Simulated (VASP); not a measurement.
# Pd (Fm-3m) in VASP: notebook, part 2 of 2

VASP 6.6.1. Earlier steps stand in the parts before.

### Step 3. Single point, PBE

INCAR reads:

```
ALGO     = Normal         # electronic algorithm
EDIFF    = 1E-7           # SCF threshold, eV
ENCUT    = 520            # plane-wave cutoff, eV
GGA      = PE             # functional
ISIF     = 2              # what is computed and relaxed
ISMEAR   = 0              # smearing method
LASPH    = True           # aspherical terms in the spheres
LCHARG   = False          # write CHGCAR
LREAL    = False          # projectors in reciprocal space
LWAVE    = False          # write WAVECAR
NBANDS   = 11             # bands
NELM     = 100            # most SCF steps
PREC     = Accurate       # precision mode
SIGMA    = 0.3            # smearing width, eV
```

KPOINTS reads:

```
k-points
0
Gamma
  14 14 14
```

POSCAR reads:

```
Pd
1.0
    0.0000000000      1.9734737307      1.9734737307
    1.9734737307      0.0000000000      1.9734737307
    1.9734737307      1.9734737307      0.0000000000
Pd
1
Direct
    0.0000000000      0.0000000000      0.0000000000
```

Potentials or basis: VASP PAW PBE potentials, release 64 (Pd).

The run is started by

```
cat potpaw_PBE.64/Pd/POTCAR > POTCAR
mpirun -np 1 vasp_std > vasp.out
```

OUTCAR:

```text
EDIFF = 1E-7
   ENCUT = 520
   GGA = PE
   ISIF = 2
   ISMEAR = 0
   LASPH = True
   LREAL = False
   NELM = 100
   PREC = Accurate

 ion  position               nearest neighbor table
   1  0.000  0.000  0.000-

  LATTYP: Found a face centered cubic cell.
 ALAT       =     3.9469474614

  Lattice vectors:

 A1 = (   0.0000000000,   1.9734737307,   1.9734737307)
 A2 = (   1.9734737307,   0.0000000000,   1.9734737307)
 A3 = (   1.9734737307,   1.9734737307,   0.0000000000)

Analysis of symmetry for initial positions (statically):
=====================================================================
 Subroutine PRICEL returns:
 Original cell was already a primitive cell.

 Routine SETGRP: Setting up the symmetry group for a
 face centered cubic supercell.

 Subroutine GETGRP returns: Found 48 space group operations
 (whereof 48 operations were pure point group operations)
 out of a pool of 48 trial point group operations.

The static configuration has the point symmetry O_h .

Analysis of symmetry for dynamics (positions and initial velocities):
=====================================================================
 Subroutine PRICEL returns:
 Original cell was already a primitive cell.

 Routine SETGRP: Setting up the symmetry group for a
 face centered cubic supercell.

 Subroutine GETGRP returns: Found 48 space group operations
 (whereof 48 operations were pure point group operations)
 out of a pool of 48 trial point group operations.

The dynamic configuration has the point symmetry O_h .

 Subroutine INISYM returns: Found 48 space group operations
 (whereof 48 operations are pure point group operations),
 and found     1 'primitive' translations

----------------------------------------------------------------------------------------

                                     Primitive cell

  volume of cell :      15.3718

  direct lattice vectors                    reciprocal lattice vectors
[... 107 lines left out ...]
  Fermi-wavevector in a.u.,A,eV,Ry     =   1.418514  2.680602 27.377380  2.012181
  Thomas-Fermi vector in A             =   2.539631
   LORBIT       =      0    0 simple, 1 ext, 2 COOP (PROOUT), +10 PAW based schemes
   GGA     = PE    functional components
   LHFCALC =     F    Hartree Fock is set to
   AEXX    =    0.0000 exact exchange contribution
   IVDW    =     0    specifies the selected vdW correction
   LEPSILON=     F    determine dielectric tensor
   LRPA    =     F    only Hartree local field effects (RPA)
 non-spin polarized calculation
 Gauss-broadening in eV      SIGMA  =   0.30
  energy-cutoff  :      520.00
  volume of cell :       15.37
 maximum number of plane-waves:       428
 NGX is ok and might be reduce to    24
   NGX = 11   NGY = 11   NGZ = 11

 number of electron      10.0000000 magnetization

 Free energy of the ion-electron system (eV)
  ---------------------------------------------------
  ext. energy  EPLUGINS =         0.00000000
  ---------------------------------------------------
  free energy    TOTEN  =        -5.26363858 eV

  energy without entropy =       -5.17092529  energy(sigma->0) =       -5.21728193

 E-fermi :   9.1371     XC(G=0): -12.9292

 val. band max:        9.1344436160   @ k =   0.5000   0.2143   0.0000
 cond. band min:       9.1433532674   @ k =  -0.2857   0.4286   0.1429
 fundamental gap:      0.0089096514
 Fermi energy:         9.1371015901

 k-point     1 :       0.0000    0.0000    0.0000
  band No.  band energies     occupation
      1       2.2771      2.00000
      2       6.4453      2.00000
      3       6.4453      2.00000
      4       6.4453      2.00000
      5       7.9465      2.00000
      6       7.9465      2.00000
      7      26.2683      0.00000
      8      30.8067      0.00000
      9      30.8067      0.00000
     10      30.8067      0.00000
     11      35.4176      0.00000
[... 309 lines left out ...]
 k-point    24 :       0.2857    0.1429    0.0000
  band No.  band energies     occupation
      1       4.3199      2.00000
      2       5.7316      2.00000
      3       6.7316      2.00000
      4       7.1236      2.00000
      5       8.1026      2.00000
      6       8.4805      1.99803
      7      24.1158      0.00000
      8      27.5089      0.00000
      9      28.4496      0.00000
     10      30.4061      0.00000
     11      34.5881      0.00000

 [... further k-points ...]
[... 5 lines left out ...]
  --------------------------------------------------------------------------------------
  -------------------------------------------------------------------------------------
  Total       -0.0198370     -0.0198370     -0.0198370     -0.0000000      0.0000000      0.0000000
  in kB       -2.0675830     -2.0675830     -2.0675830     -0.0000000      0.0000000      0.0000000
  external PRESSURE =      -2.0675830 kB  Pullay stress =       0.0000000 kB

 VOLUME and BASIS-vectors are now :
 -----------------------------------------------------------------------------
  energy-cutoff  :      520.00
  volume of cell :       15.37
      direct lattice vectors                 reciprocal lattice vectors
     0.000000000  1.973473731  1.973473731    -0.253360352  0.253360352  0.253360352
     1.973473731  0.000000000  1.973473731     0.253360352 -0.253360352  0.253360352
     1.973473731  1.973473731  0.000000000     0.253360352  0.253360352 -0.253360352

 POSITION                                       TOTAL-FORCE (eV/Angst)
 -----------------------------------------------------------------------------------
      0.00000      0.00000      0.00000        -0.000000      0.000000     -0.000000
 -----------------------------------------------------------------------------------
    total drift:                                0.000000      0.000000     -0.000000

  FREE ENERGIE OF THE ION-ELECTRON SYSTEM (eV)
  ---------------------------------------------------
  free  energy   TOTEN  =        -5.2636385769 eV

  energy  without entropy=       -5.1709252910  energy(sigma->0) =       -5.21728193
```

OSZICAR:

```text
N       E                     dE             d eps       ncg     rms          rms(c)
DAV:   1     0.411889799816E+02    0.41189E+02   -0.51745E+03  2320   0.852E+02
DAV:   2    -0.497928000303E+01   -0.46168E+02   -0.44354E+02  2591   0.179E+02
DAV:   3    -0.553428388815E+01   -0.55500E+00   -0.55228E+00  2712   0.208E+01
DAV:   4    -0.553688121701E+01   -0.25973E-02   -0.25970E-02  2725   0.151E+00
DAV:   5    -0.553691108133E+01   -0.29864E-04   -0.29865E-04  3028   0.145E-01    0.694E+00
DAV:   6    -0.527469638629E+01    0.26221E+00   -0.11419E+00  2756   0.864E+00    0.342E+00
DAV:   7    -0.526687449559E+01    0.78219E-02   -0.82935E-03  2892   0.691E-01    0.186E+00
DAV:   8    -0.526363472125E+01    0.32398E-02   -0.91491E-04  2818   0.216E-01    0.506E-02
DAV:   9    -0.526363507267E+01   -0.35142E-06   -0.23262E-05  2969   0.410E-02    0.161E-02
DAV:  10    -0.526363892611E+01   -0.38534E-05   -0.28010E-06  2848   0.157E-02    0.372E-03
DAV:  11    -0.526363858475E+01    0.34137E-06   -0.30973E-08  2594   0.180E-03    0.339E-04
DAV:  12    -0.526363857688E+01    0.78718E-08   -0.23813E-09  1804   0.412E-04
   1 F= -.52636386E+01 E0= -.52172819E+01  d E =-.927133E-01
```

It took 11 s on 1 thread of Intel Xeon 6975P-C, shared host; peak memory 0.15 GiB.

Results:

| Item | Value |
| --- | --- |
| Free energy | -5.2636 eV |
| Pressure | -0.2 GPa |
| Band gap on the k mesh | zero (band 5 reaches 9.37 eV, above the bottom of band 6 at 7.88 eV) |

Levels at points of the mesh, in eV from the Fermi level:
| k point | band 2 | band 3 | band 4 | band 5 | band 6 | band 7 | band 8 | band 9 |
| --- | --- | --- | --- | --- | --- | --- | --- | --- |
| (0.00, 0.00, 0.00) | -2.69 | -2.69 | -2.69 | -1.19 | -1.19 | 17.13 | 21.67 | 21.67 |
| (0.50, 0.00, 0.00) | -2.74 | -2.74 | -0.07 | -0.07 | 1.07 | 6.96 | 16.48 | 20.66 |
| (0.50, 0.50, 0.00) | -4.82 | -0.10 | 0.23 | 0.23 | 3.32 | 10.31 | 12.95 | 12.95 |

### Step 4. Single point, PBE

INCAR reads:

```
PREC = Accurate ; ENCUT = 520
EDIFF = 1E-7 ; ISMEAR = 0
SIGMA = 0.6 ; LREAL = F
LASPH = T ; NELM = 80
ALGO = Normal ; ISIF = 2
LWAVE = F ; LCHARG = F
GGA = PE ; NBANDS = 11
```

KPOINTS reads:

```
Automatic mesh
0
Gamma
  14 14 14
```

POSCAR is that of step 3.

Potentials or basis: VASP PAW PBE potentials, release 64 (Pd).

The run is started by

```
cat potpaw_PBE.64/Pd/POTCAR > POTCAR
mpirun -np 1 vasp_std > vasp.out
```

OUTCAR:

```text
PREC = Accurate
   ENCUT = 520
   EDIFF = 1E-7
   ISMEAR = 0
   LREAL = F
   LASPH = T
   NELM = 80
   ISIF = 2
   GGA = PE

 ion  position               nearest neighbor table
   1  0.000  0.000  0.000-

  LATTYP: Found a face centered cubic cell.
 ALAT       =     3.9469474614

  Lattice vectors:

 A1 = (   0.0000000000,   1.9734737307,   1.9734737307)
 A2 = (   1.9734737307,   0.0000000000,   1.9734737307)
 A3 = (   1.9734737307,   1.9734737307,   0.0000000000)

Analysis of symmetry for initial positions (statically):
=====================================================================
 Subroutine PRICEL returns:
 Original cell was already a primitive cell.

 Routine SETGRP: Setting up the symmetry group for a
 face centered cubic supercell.

 Subroutine GETGRP returns: Found 48 space group operations
 (whereof 48 operations were pure point group operations)
 out of a pool of 48 trial point group operations.

The static configuration has the point symmetry O_h .

Analysis of symmetry for dynamics (positions and initial velocities):
=====================================================================
 Subroutine PRICEL returns:
 Original cell was already a primitive cell.

 Routine SETGRP: Setting up the symmetry group for a
 face centered cubic supercell.

 Subroutine GETGRP returns: Found 48 space group operations
 (whereof 48 operations were pure point group operations)
 out of a pool of 48 trial point group operations.

The dynamic configuration has the point symmetry O_h .

 Subroutine INISYM returns: Found 48 space group operations
 (whereof 48 operations are pure point group operations),
 and found     1 'primitive' translations

----------------------------------------------------------------------------------------

                                     Primitive cell

  volume of cell :      15.3718

  direct lattice vectors                    reciprocal lattice vectors
     0.000000000  1.973473731  1.973473731    -0.253360352  0.253360352  0.253360352
     1.973473731  0.000000000  1.973473731     0.253360352 -0.253360352  0.253360352
     1.973473731  1.973473731  0.000000000     0.253360352  0.253360352 -0.253360352

  length of vectors
     2.790913315  2.790913315  2.790913315     0.438833003  0.438833003  0.438833003

  position of ions in fractional coordinates (direct lattice)
     0.000000000  0.000000000  0.000000000

  ion indices of the primitive-cell ions
   primitive index   ion index
                 1           1

----------------------------------------------------------------------------------------

 KPOINTS: Automatic mesh

Automatic generation of k-mesh.
 Grid dimensions read from file:
 generate k-points for:   14   14   14

 Generating k-lattice:

  Cartesian coordinates                     Fractional coordinates (reciprocal lattice)
    -0.018097168  0.018097168  0.018097168     0.071428571  0.000000000  0.000000000
     0.018097168 -0.018097168  0.018097168     0.000000000  0.071428571  0.000000000
     0.018097168  0.018097168 -0.018097168     0.000000000  0.000000000  0.071428571

  Length of vectors
     0.031345215  0.031345215  0.031345215

  Shift w.r.t. Gamma in fractional coordinates (k-lattice)
     0.000000000  0.000000000  0.000000000

 Subroutine IBZKPT returns following result:
 ===========================================

 Found    104 irreducible k-points:

 Following reciprocal coordinates:
            Coordinates               Weight
  0.000000  0.000000  0.000000      1.000000
  0.071429  0.000000  0.000000      8.000000
  0.142857  0.000000  0.000000      8.000000
  0.214286  0.000000  0.000000      8.000000
  0.285714  0.000000  0.000000      8.000000
  0.357143  0.000000  0.000000      8.000000
[... 16 lines left out ...]
  0.214286  0.142857  0.000000     24.000000
  0.285714  0.142857  0.000000     24.000000
 [... further k-points ...]
   k-points           NKPTS =    104   k-points in BZ     NKDIM =    104   number of bands    NBANDS=     11
   number of dos      NEDOS =    301   number of ions     NIONS =      1
   total plane-waves  NPLWV =  13824
   dimension x,y,z NGX =    24 NGY =   24 NGZ =   24
   dimension x,y,z NGXF=    48 NGYF=   48 NGZF=   48
   ions per type =               1
   NGX,Y,Z   is equivalent  to a cutoff of  14.30, 14.30, 14.30 a.u.
   NGXF,Y,Z  is equivalent  to a cutoff of  28.59, 28.59, 28.59 a.u.
 SYSTEM =  unknown system
   PREC   = accura    normal or accurate (medium, high low for compatibility)
   ISTART =      0    job   : 0-new  1-cont  2-samecut
   ICHARG =      2    charge: 1-file 2-atom 10-const
   ISPIN  =      1    spin polarized calculation?
   LNONCOLLINEAR =      F non collinear calculations
   LSORBIT =      F    spin-orbit coupling
   LASPH  =      T    aspherical Exc in radial PAW
   ENCUT  =  520.0 eV  38.22 Ry    6.18 a.u.   5.19  5.19  5.19*2*pi/ulx,y,z
   NELM   =     80;   NELMIN=  2; NELMDL= -5     # of ELM steps
   EDIFF  = 0.1E-06   stopping-criterion for ELM
   LREAL  =      F    real-space projection
   EDIFFG = 0.1E-05   stopping-criterion for IOM
   NSW    =      0    number of steps for IOM
   IBRION =     -1    ionic relax: 0-MD 1-quasi-New 2-CG
   NFREE  =      0    steps in history (QN), initial steepest desc. (CG)
   ISIF   =      2    stress and relaxation
   ISYM   =      2    0-nonsym 1-usesym 2-fastsym
   POTIM  = 0.5000    time-step for ionic-motion
   TEBEG  =    0.0;   TEEND  =   0.0 temperature during run
   PSTRESS=    0.0 pullay stress
   NELECT =      10.0000    total number of electrons
   NUPDOWN=      -1.0000    fix difference up-down
   EMIN   =  10.00;   EMAX   =-10.00  energy-range for DOS
   EFERMI =   0.00;   METHOD = LEGACY
   ISMEAR =     0;   SIGMA  =   0.60  broadening in eV -4-tet -1-fermi 0-gaus
   EFERMI_NEDOS =   21; number of points for ismear=-14 and -15
   IALGO  =     38    algorithm
   IMIX   =      4    mixing-type and parameters
     AMIX     =   0.40;   BMIX     =  1.00
     AMIX_MAG =   1.60;   BMIX_MAG =  1.00
  volume/ion in A,a.u.               =      15.37       103.73
  Fermi-wavevector in a.u.,A,eV,Ry     =   1.418514  2.680602 27.377380  2.012181
  Thomas-Fermi vector in A             =   2.539631
   LORBIT       =      0    0 simple, 1 ext, 2 COOP (PROOUT), +10 PAW based schemes
   GGA     = PE    functional components
   LHFCALC =     F    Hartree Fock is set to
   AEXX    =    0.0000 exact exchange contribution
   IVDW    =     0    specifies the selected vdW correction
   LEPSILON=     F    determine dielectric tensor
   LRPA    =     F    only Hartree local field effects (RPA)
 non-spin polarized calculation
 Gauss-broadening in eV      SIGMA  =   0.60
  energy-cutoff  :      520.00
  volume of cell :       15.37
 maximum number of plane-waves:       428
 NGX is ok and might be reduce to    24
   NGX = 11   NGY = 11   NGZ = 11

 number of electron      10.0000000 magnetization

 Free energy of the ion-electron system (eV)
  ---------------------------------------------------
  ext. energy  EPLUGINS =         0.00000000
  ---------------------------------------------------
  free energy    TOTEN  =        -5.37296757 eV

  energy without entropy =       -5.12445480  energy(sigma->0) =       -5.24871119

 E-fermi :   9.2357     XC(G=0): -12.9309

 val. band max:        9.2206934589   @ k =  -0.4286   0.4286   0.0000
 cond. band min:       9.2541143268   @ k =  -0.2857   0.4286   0.2143
 fundamental gap:      0.0334208678
 Fermi energy:         9.2356810226

 k-point     1 :       0.0000    0.0000    0.0000
  band No.  band energies     occupation
      1       2.2769      2.00000
      2       6.4422      2.00000
      3       6.4422      2.00000
      4       6.4422      2.00000
      5       7.9390      1.99776
      6       7.9390      1.99776
      7      26.2708      0.00000
      8      30.8049      0.00000
      9      30.8049      0.00000
     10      30.8049      0.00000
     11      35.4026      0.00000

 k-point     2 :       0.0714    0.0000    0.0000
  band No.  band energies     occupation
      1       2.4552      2.00000
      2       6.3824      2.00000
      3       6.5019      2.00000
      4       6.5019      2.00000
      5       7.9116      1.99820
      6       7.9116      1.99820
      7      26.4383      0.00000
      8      29.6403      0.00000
      9      30.9949      0.00000
     10      30.9949      0.00000
     11      35.5390      0.00000
[... 295 lines left out ...]
 k-point    24 :       0.2857    0.1429    0.0000
  band No.  band energies     occupation
      1       4.3189      2.00000
      2       5.7290      2.00000
      3       6.7265      2.00000
      4       7.1195      2.00000
      5       8.0982      1.99266
      6       8.4737      1.92750
      7      24.1140      0.00000
      8      27.5085      0.00000
      9      28.4482      0.00000
     10      30.4056      0.00000
     11      34.5843      0.00000

 [... further k-points ...]
[... 5 lines left out ...]
  --------------------------------------------------------------------------------------
  -------------------------------------------------------------------------------------
  Total        0.0434502      0.0434502      0.0434502      0.0000000      0.0000000      0.0000000
  in kB        4.5287478      4.5287478      4.5287478      0.0000000      0.0000000      0.0000000
  external PRESSURE =       4.5287478 kB  Pullay stress =       0.0000000 kB

 VOLUME and BASIS-vectors are now :
 -----------------------------------------------------------------------------
  energy-cutoff  :      520.00
  volume of cell :       15.37
      direct lattice vectors                 reciprocal lattice vectors
     0.000000000  1.973473731  1.973473731    -0.253360352  0.253360352  0.253360352
     1.973473731  0.000000000  1.973473731     0.253360352 -0.253360352  0.253360352
     1.973473731  1.973473731  0.000000000     0.253360352  0.253360352 -0.253360352

 POSITION                                       TOTAL-FORCE (eV/Angst)
 -----------------------------------------------------------------------------------
      0.00000      0.00000      0.00000         0.000000     -0.000000      0.000000
 -----------------------------------------------------------------------------------
    total drift:                               -0.000000      0.000000     -0.000000

  FREE ENERGIE OF THE ION-ELECTRON SYSTEM (eV)
  ---------------------------------------------------
  free  energy   TOTEN  =        -5.3729675739 eV

  energy  without entropy=       -5.1244547966  energy(sigma->0) =       -5.24871119
```

It took 13 s on 1 thread of Intel Xeon 6975P-C, shared host; peak memory 0.15 GiB.

What came out:

```
Free energy            : -5.3730 eV
Pressure               : 0.5 GPa
Band gap on the k mesh : zero (band 5 reaches 9.36 eV, above the bottom of band 6 at 7.87 eV)
```

### Step 5. Overview

| smearing | gap on the mesh (eV) | pressure (GPa) |
| --- | --- | --- |
| gaussian 0.2 eV | none | -0.4 |
| gaussian 0.3 eV | none | -0.2 |
| gaussian 0.6 eV | none | 0.5 |

Alike in all rows: task single point; level PBE; potentials or basis VASP PAW PBE potentials, release 64 (Pd); no spin polarisation; cell as given; k mesh 14 × 14 × 14; cutoff (eV) 520.

Every run on the cell as given and a fine mesh finds a metal.

Absolute energies hang on the potentials; compare differences alone.
